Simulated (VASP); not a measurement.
# BAs (F-43m) in VASP: settings compared

BAs is run at these levels: PBEsol, PBE, PBE+D3(BJ); tasks: single point.

All numbers are computed with VASP 6.6.1; they aren't measurements. Logs are shortened: lines on timing, memory, paths and dates and some standing lists are left out, and cuts for length are marked.

## Step 1: The cell of the first run

The structure is cubic, space group F-43m (No. 216). The conventional cell has a = 4.777 Å, b = 4.777 Å, c = 4.777 Å, α = 90.00°, β = 90.00°, γ = 90.00°. As (site symmetry -43m) has 4 B at 2.07 Å within 2.7 Å. B (site symmetry -43m) has 4 As at 2.07 Å within 2.7 Å.

## Step 2: Single point, PBEsol, non-collinear spin, zero start, spin-orbit coupling

INCAR reads:

```
SYSTEM = BAs
  PREC = Accurate
  ENCUT = 520
  EDIFF = 1E-6
  ISMEAR = -1
  SIGMA = 0.05
  LREAL = .False.
  LASPH = .True.
  NELM = 150
  ALGO = Normal
  ISIF = 2
  LWAVE = .False.
  LCHARG = .False.
  LNONCOLLINEAR = .True.
  MAGMOM = 0 0 0 0 0 0
  LORBIT = 11
  LSORBIT = .True.
  GGA_COMPAT = .False.
  LORBMOM = .True.
  GGA = PS
  NBANDS = 20
```

KPOINTS reads:

```
Automatic mesh
0
Gamma
  7 7 7
  0 0 0
```

POSCAR reads:

```
BAs
1.0
    0.0000000000      2.3885000000      2.3885000000
    2.3885000000      0.0000000000      2.3885000000
    2.3885000000      2.3885000000      0.0000000000
As B
1 1
Direct
    0.7500000000      0.7500000000      0.7500000000
    0.0000000000      0.0000000000      0.0000000000
```

Potentials or basis: VASP PAW PBE potentials, release 64 (As, B).

Launch:

```
> cat potpaw_PBE.64/As/POTCAR potpaw_PBE.64/B/POTCAR > POTCAR
> mpirun -np 1 vasp_ncl > vasp.out
```

OUTCAR:

```text
SYSTEM = BAs
   PREC = Accurate
   ENCUT = 520
   EDIFF = 1E-6
   ISMEAR = -1
   LREAL = .False.
   LASPH = .True.
   NELM = 150
   ISIF = 2
   LNONCOLLINEAR = .True.
   LORBIT = 11
   LSORBIT = .True.
   GGA = PS

 ion  position               nearest neighbor table
   1  0.750  0.750  0.750-   2 2.07   2 2.07   2 2.07   2 2.07
   2  0.000  0.000  0.000-   1 2.07   1 2.07   1 2.07   1 2.07

  LATTYP: Found a face centered cubic cell.
 ALAT       =     4.7770000000

  Lattice vectors:

 A1 = (   0.0000000000,   2.3885000000,   2.3885000000)
 A2 = (   2.3885000000,   0.0000000000,   2.3885000000)
 A3 = (   2.3885000000,   2.3885000000,   0.0000000000)

Analysis of symmetry for initial positions (statically):
=====================================================================
 Subroutine PRICEL returns:
 Original cell was already a primitive cell.

 Routine SETGRP: Setting up the symmetry group for a
 face centered cubic supercell.

 Subroutine GETGRP returns: Found 24 space group operations
 (whereof 24 operations were pure point group operations)
 out of a pool of 48 trial point group operations.

The static configuration has the point symmetry T_d .

Analysis of symmetry for dynamics (positions and initial velocities):
=====================================================================
 Subroutine PRICEL returns:
 Original cell was already a primitive cell.

 Routine SETGRP: Setting up the symmetry group for a
 face centered cubic supercell.

 Subroutine GETGRP returns: Found 24 space group operations
 (whereof 24 operations were pure point group operations)
 out of a pool of 48 trial point group operations.

The dynamic configuration has the point symmetry T_d .

Analysis of structural, dynamic, and magnetic symmetry:
=====================================================================
 Subroutine PRICEL returns:
 Original cell was already a primitive cell.

 Routine SETGRP: Setting up the symmetry group for a
 face centered cubic supercell.

 Subroutine GETGRP returns: Found 24 space group operations
 (whereof 24 operations were pure point group operations)
 out of a pool of 48 trial point group operations.

The overall configuration has the point symmetry T_d .

 Subroutine INISYM returns: Found 24 space group operations
 (whereof 24 operations are pure point group operations),
 and found     1 'primitive' translations

----------------------------------------------------------------------------------------

                                     Primitive cell

  volume of cell :      27.2525

  direct lattice vectors                    reciprocal lattice vectors
     0.000000000  2.388500000  2.388500000    -0.209336404  0.209336404  0.209336404
     2.388500000  0.000000000  2.388500000     0.209336404 -0.209336404  0.209336404
     2.388500000  2.388500000  0.000000000     0.209336404  0.209336404 -0.209336404

  length of vectors
     3.377849094  3.377849094  3.377849094     0.362581287  0.362581287  0.362581287

  position of ions in fractional coordinates (direct lattice)
     0.750000000  0.750000000  0.750000000
     0.000000000  0.000000000  0.000000000

  ion indices of the primitive-cell ions
   primitive index   ion index
                 1           1
                 2           2

----------------------------------------------------------------------------------------

 KPOINTS: Automatic mesh

Automatic generation of k-mesh.
 Grid dimensions read from file:
 generate k-points for:    7    7    7

 Generating k-lattice:

  Cartesian coordinates                     Fractional coordinates (reciprocal lattice)
    -0.029905201  0.029905201  0.029905201     0.142857143  0.000000000  0.000000000
     0.029905201 -0.029905201  0.029905201     0.000000000  0.142857143  0.000000000
     0.029905201  0.029905201 -0.029905201     0.000000000  0.000000000  0.142857143

  Length of vectors
     0.051797327  0.051797327  0.051797327
[... 90 lines left out ...]

 number of electron       8.0000000 magnetization      -0.0000000     -0.0000000     -0.0000000

 number of electron       8.0000000 magnetization       0.0000000      0.0000000      0.0000000

 number of electron       8.0000000 magnetization      -0.0000000      0.0000000     -0.0000000

 number of electron       8.0000000 magnetization       0.0000000      0.0000000     -0.0000000

 Free energy of the ion-electron system (eV)
  ---------------------------------------------------
  ext. energy  EPLUGINS =         0.00000000
  ---------------------------------------------------
  free energy    TOTEN  =       -12.20767192 eV

  energy without entropy =      -12.20767113  energy(sigma->0) =      -12.20767152

 E-fermi :   6.5977     XC(G=0): -10.7302

 val. band max:        6.1111280687   @ k =   0.0000   0.0000   0.0000
 cond. band min:       7.1390521354   @ k =   0.4286   0.4286   0.0000
 fundamental gap:      1.0279240667
 Fermi energy:         6.5977256173

 k-point     1 :       0.0000    0.0000    0.0000
  band No.  band energies     occupation
      1      -9.3911      1.00000
      2      -9.3911      1.00000
      3       5.9044      1.00000
      4       5.9044      1.00000
      5       6.1111      0.99994
      6       6.1111      0.99994
[... 541 lines left out ...]
     19      22.9855      0.00000
     20      22.9860      0.00000

 [... further k-points ...]
[... 5 lines left out ...]
  --------------------------------------------------------------------------------------
  -------------------------------------------------------------------------------------
  Total        0.0146746      0.0146746      0.0146746      0.0000000     -0.0000000      0.0000000
  in kB        0.8627209      0.8627209      0.8627209      0.0000000     -0.0000000      0.0000000
  external PRESSURE =       0.8627209 kB  Pullay stress =       0.0000000 kB

 VOLUME and BASIS-vectors are now :
 -----------------------------------------------------------------------------
  energy-cutoff  :      520.00
  volume of cell :       27.25
      direct lattice vectors                 reciprocal lattice vectors
     0.000000000  2.388500000  2.388500000    -0.209336404  0.209336404  0.209336404
     2.388500000  0.000000000  2.388500000     0.209336404 -0.209336404  0.209336404
     2.388500000  2.388500000  0.000000000     0.209336404  0.209336404 -0.209336404

 POSITION                                       TOTAL-FORCE (eV/Angst)
 -----------------------------------------------------------------------------------
      3.58275      3.58275      3.58275        -0.000000     -0.000000     -0.000000
      0.00000      0.00000      0.00000         0.000000      0.000000      0.000000
 -----------------------------------------------------------------------------------
    total drift:                                0.000000      0.000000      0.000000

  FREE ENERGIE OF THE ION-ELECTRON SYSTEM (eV)
  ---------------------------------------------------
  free  energy   TOTEN  =       -12.2076719163 eV

  energy  without entropy=      -12.2076711273  energy(sigma->0) =      -12.20767152

 orbital moment (x)

 # of ion     p       d       tot
 ----------------------------------------
  1         0.000   0.000   0.000
  2         0.000   0.000   0.000
 ----------------------------------------
            0.000   0.000   0.000

 orbital moment (y)

 # of ion     p       d       tot
 ----------------------------------------
  1         0.000  -0.000  -0.000
  2         0.000   0.000   0.000
 ----------------------------------------
            0.000  -0.000   0.000

 orbital moment (z)

 # of ion     p       d       tot
 ----------------------------------------
  1         0.000  -0.000  -0.000
  2         0.000   0.000   0.000
 ----------------------------------------
            0.000  -0.000   0.000

 Spin-Orbit-Coupling matrix elements

 Ion:    1  E_soc:     -0.0213775
 l=   1
     0.0000000    -0.0035369    -0.0035369
    -0.0035369     0.0000000    -0.0035369
    -0.0035369    -0.0035369     0.0000000
 l=   2
     0.0000000    -0.0000131     0.0000000    -0.0000131    -0.0000129
    -0.0000131     0.0000000    -0.0000097    -0.0000131    -0.0000032
     0.0000000    -0.0000097     0.0000000    -0.0000097     0.0000000
    -0.0000131    -0.0000131    -0.0000097     0.0000000    -0.0000032
    -0.0000129    -0.0000032     0.0000000    -0.0000032     0.0000000
 l=   3
     0.0000000     0.0000000     0.0000000     0.0000000     0.0000000     0.0000000     0.0000000
     0.0000000     0.0000000     0.0000000     0.0000000     0.0000000     0.0000000     0.0000000
     0.0000000     0.0000000     0.0000000     0.0000000     0.0000000     0.0000000     0.0000000
     0.0000000     0.0000000     0.0000000     0.0000000     0.0000000     0.0000000     0.0000000
     0.0000000     0.0000000     0.0000000     0.0000000     0.0000000     0.0000000     0.0000000
     0.0000000     0.0000000     0.0000000     0.0000000     0.0000000     0.0000000     0.0000000
     0.0000000     0.0000000     0.0000000     0.0000000     0.0000000     0.0000000     0.0000000

 Ion:    2  E_soc:     -0.0000090
 l=   1
     0.0000000    -0.0000015    -0.0000015
    -0.0000015     0.0000000    -0.0000015
    -0.0000015    -0.0000015     0.0000000
 l=   2
     0.0000000     0.0000000     0.0000000     0.0000000     0.0000000
     0.0000000     0.0000000     0.0000000     0.0000000     0.0000000
     0.0000000     0.0000000     0.0000000     0.0000000     0.0000000
     0.0000000     0.0000000     0.0000000     0.0000000     0.0000000
     0.0000000     0.0000000     0.0000000     0.0000000     0.0000000
 l=   3
     0.0000000     0.0000000     0.0000000     0.0000000     0.0000000     0.0000000     0.0000000
     0.0000000     0.0000000     0.0000000     0.0000000     0.0000000     0.0000000     0.0000000
     0.0000000     0.0000000     0.0000000     0.0000000     0.0000000     0.0000000     0.0000000
     0.0000000     0.0000000     0.0000000     0.0000000     0.0000000     0.0000000     0.0000000
     0.0000000     0.0000000     0.0000000     0.0000000     0.0000000     0.0000000     0.0000000
     0.0000000     0.0000000     0.0000000     0.0000000     0.0000000     0.0000000     0.0000000
     0.0000000     0.0000000     0.0000000     0.0000000     0.0000000     0.0000000     0.0000000

 total charge

# of ion       s       p       d       tot
------------------------------------------
    1        1.174   1.666   0.088   2.928
    2        0.653   1.172   0.000   1.825
--------------------------------------------------
tot          1.827   2.838   0.088   4.753

 magnetization (x)

# of ion       s       p       d       tot
------------------------------------------
    1        0.000   0.000   0.000   0.000
    2        0.000  -0.000   0.000  -0.000
--------------------------------------------------
tot          0.000  -0.000   0.000  -0.000

 magnetization (y)

# of ion       s       p       d       tot
------------------------------------------
    1        0.000   0.000   0.000   0.000
    2        0.000   0.000   0.000   0.000
--------------------------------------------------
tot          0.000   0.000   0.000   0.000

 magnetization (z)

# of ion       s       p       d       tot
------------------------------------------
    1        0.000   0.000  -0.000   0.000
    2       -0.000   0.000   0.000   0.000
--------------------------------------------------
tot         -0.000   0.000  -0.000   0.000
```

Run time: 36 s. Hardware: 1 thread of Intel Xeon Platinum 8488C (Sapphire Rapids), shared host; peak memory 0.25 GiB.

Results:

| Property | Result |
| --- | --- |
| Free energy | -12.2077 eV |
| Pressure | 0.1 GPa |
| Net moment | 0.00 μB per cell |
| Valence electrons inside the program's atomic spheres | As 2.93; B 1.82 |

Moments on the atoms (μB; x, y, z):
```
As  0.00 0.00 0.00
B   0.00 0.00 0.00
```

Caveat: the PAW data sets were made with another functional, which shifts forces and pressure a little.

## Step 3: Single point, PBE

INCAR reads:

```
  PREC = Accurate
  ENCUT = 520
  EDIFF = 1E-6
  ISMEAR = -1
  SIGMA = 0.02
  LREAL = False
  LASPH = True
  NELM = 100
  ALGO = Normal
  ISIF = 2
  LWAVE = False
  LCHARG = True
  GGA = PE
  LELF = True
  LVHAR = True
  NBANDS = 11
```

KPOINTS reads:

```
regular mesh
0
Gamma
  7 7 7
```

POSCAR is that of step 2.

Potentials or basis: VASP PAW PBE potentials, release 64 (As, B).

Launch:

```
> cat potpaw_PBE.64/As/POTCAR potpaw_PBE.64/B/POTCAR > POTCAR
> mpirun -np 1 vasp_std > vasp.out
```

OUTCAR:

```text
PREC = Accurate
   ENCUT = 520
   EDIFF = 1E-6
   ISMEAR = -1
   LREAL = False
   LASPH = True
   NELM = 100
   ISIF = 2
   GGA = PE

 ion  position               nearest neighbor table
   1  0.750  0.750  0.750-   2 2.07   2 2.07   2 2.07   2 2.07
   2  0.000  0.000  0.000-   1 2.07   1 2.07   1 2.07   1 2.07

  LATTYP: Found a face centered cubic cell.
 ALAT       =     4.7770000000

  Lattice vectors:

 A1 = (   0.0000000000,   2.3885000000,   2.3885000000)
 A2 = (   2.3885000000,   0.0000000000,   2.3885000000)
 A3 = (   2.3885000000,   2.3885000000,   0.0000000000)

Analysis of symmetry for initial positions (statically):
=====================================================================
 Subroutine PRICEL returns:
 Original cell was already a primitive cell.

 Routine SETGRP: Setting up the symmetry group for a
 face centered cubic supercell.

 Subroutine GETGRP returns: Found 24 space group operations
 (whereof 24 operations were pure point group operations)
 out of a pool of 48 trial point group operations.

The static configuration has the point symmetry T_d .

[... 163 lines left out ...]
  band No.  band energies     occupation
      1      -9.2732      2.00000
      2       6.1288      2.00000
      3       6.1288      2.00000
      4       6.1288      2.00000
      5       9.4042      0.00000
      6       9.4042      0.00000
      7       9.4042      0.00000
      8      10.8157      0.00000
      9      15.7110      0.00000
     10      19.0776      0.00000
     11      19.0776      0.00000
[... 253 lines left out ...]
 k-point    20 :      -0.2857    0.4286    0.1429
  band No.  band energies     occupation
      1      -5.1020      2.00000
      2      -1.8855      2.00000
      3       0.2512      2.00000
      4       1.8210      2.00000
      5       9.9672      0.00000
      6      12.4513      0.00000
      7      13.4024      0.00000
      8      14.1919      0.00000
      9      17.5524      0.00000
     10      20.4252      0.00000
     11      22.6004      0.00000

------------------------ aborting loop because EDIFF is reached ----------------------------------------

  FORCE on cell =-STRESS in cart. coord.  units (eV):
  Direction    XX          YY          ZZ          XY          YZ          ZX
  --------------------------------------------------------------------------------------
  -------------------------------------------------------------------------------------
  Total        0.5837582      0.5837582      0.5837582     -0.0000000      0.0000000      0.0000000
  in kB       34.3192551     34.3192551     34.3192551     -0.0000000      0.0000000      0.0000000
  external PRESSURE =      34.3192551 kB  Pullay stress =       0.0000000 kB

 VOLUME and BASIS-vectors are now :
 -----------------------------------------------------------------------------
  energy-cutoff  :      520.00
  volume of cell :       27.25
      direct lattice vectors                 reciprocal lattice vectors
     0.000000000  2.388500000  2.388500000    -0.209336404  0.209336404  0.209336404
     2.388500000  0.000000000  2.388500000     0.209336404 -0.209336404  0.209336404
     2.388500000  2.388500000  0.000000000     0.209336404  0.209336404 -0.209336404

 POSITION                                       TOTAL-FORCE (eV/Angst)
 -----------------------------------------------------------------------------------
      3.58275      3.58275      3.58275         0.000000      0.000000      0.000000
      0.00000      0.00000      0.00000        -0.000000     -0.000000     -0.000000
 -----------------------------------------------------------------------------------
    total drift:                                0.000000      0.000000      0.000000

  FREE ENERGIE OF THE ION-ELECTRON SYSTEM (eV)
  ---------------------------------------------------
  free  energy   TOTEN  =       -11.3999226765 eV

  energy  without entropy=      -11.3999226765  energy(sigma->0) =      -11.39992268
```

OSZICAR:

```text
N       E                     dE             d eps       ncg     rms          rms(c)
DAV:   1     0.136796463458E+02    0.13680E+02   -0.39212E+03   440   0.655E+02
DAV:   2    -0.112055123172E+02   -0.24885E+02   -0.23908E+02   556   0.107E+02
DAV:   3    -0.120388699267E+02   -0.83336E+00   -0.83156E+00   556   0.181E+01
DAV:   4    -0.120412624723E+02   -0.23925E-02   -0.23924E-02   479   0.111E+00
DAV:   5    -0.120412660514E+02   -0.35791E-05   -0.35793E-05   517   0.478E-02    0.494E+00
DAV:   6    -0.114659310583E+02    0.57533E+00   -0.15884E+00   470   0.512E+00    0.240E+00
DAV:   7    -0.114063120602E+02    0.59619E-01   -0.19739E-01   509   0.217E+00    0.985E-01
DAV:   8    -0.113994706047E+02    0.68415E-02   -0.20981E-02   494   0.819E-01    0.989E-02
DAV:   9    -0.113997540377E+02   -0.28343E-03   -0.82162E-04   506   0.164E-01    0.599E-02
DAV:  10    -0.113999158609E+02   -0.16182E-03   -0.19793E-04   466   0.856E-02    0.124E-02
DAV:  11    -0.113999226236E+02   -0.67627E-05   -0.62043E-06   534   0.166E-02    0.109E-02
DAV:  12    -0.113999226765E+02   -0.52966E-07   -0.29751E-06   467   0.914E-03
   1 F= -.11399923E+02 E0= -.11399923E+02  d E =-.560234E-12
```

stdout:

```text
POSCAR found type information on POSCAR AsB
 POSCAR found :  2 types and       2 ions
 scaLAPACK will be used
 LDA part: xc-table for (Slater+PW92), standard interpolation
 POSCAR, INCAR and KPOINTS ok, starting setup
 FFT: planning ... GRIDC
 FFT: planning ... GRID_SOFT
 FFT: planning ... GRID
 WAVECAR not read
 entering main loop
```

Run time: 21 s. Hardware: 1 thread of AMD EPYC 7R13, shared host; peak memory 0.12 GiB.

Results:

| Item | Value |
| --- | --- |
| Free energy | -11.3999 eV |
| Pressure | 3.4 GPa |
| Band gap on the k mesh | 1.20 eV, indirect (least direct gap 3.28 eV) |

## Step 4: Single point, PBE+D3(BJ)

INCAR reads:

```
SYSTEM = BAs
ALGO = Normal
EDIFF = 1E-6
ENCUT = 520
GGA = PE
ISIF = 2
ISMEAR = 1
IVDW = 12
LASPH = .True.
LCHARG = .False.
LREAL = .False.
LWAVE = .False.
NBANDS = 11
NELM = 80
PREC = Accurate
SIGMA = 0.1
```

KPOINTS reads:

```
k-points
0
Gamma
  10 10 10
  0 0 0
```

POSCAR reads:

```
BAs
1.0
    3.3778490937      0.0000000000      0.0000000000
    1.6889245469      2.9253031253      0.0000000000
    1.6889245469      0.9751010418      2.7580022359
As B
1 1
Direct
    0.7500000000      0.7500000000      0.7500000000
    0.0000000000      0.0000000000      0.0000000000
```

Launch:

```
> cat potpaw_PBE.64/As/POTCAR potpaw_PBE.64/B/POTCAR > POTCAR
> mpirun -np 1 vasp_std > vasp.out
```

It took 34 s on 1 thread of AMD EPYC 7R13, shared host; peak memory 0.14 GiB.

It converged, with:

```yaml
Free_energy: -12.0662 eV
Pressure: -0.4 GPa
Band_gap_on_the_k_mesh: 1.18 eV, indirect (least direct gap 3.28 eV)
Dispersion_energy_per_atom: -0.330 eV
```

Levels at points of the mesh, in eV from the valence-band top:
```tsv
k point	band 1	band 2	band 3	band 4	band 5	band 6	band 7	band 8	band 9
(0.00, 0.00, 0.00)	-15.40	0.00	0.00	0.00	3.28	3.28	3.28	4.69	9.58
(0.50, 0.00, 0.00)	-12.53	-8.79	-1.82	-1.82	2.69	4.78	4.78	8.86	12.72
(0.50, 0.50, 0.00)	-11.21	-8.53	-4.08	-4.08	1.43	1.44	11.37	11.37	12.86
```

[end of part 1 of 2]
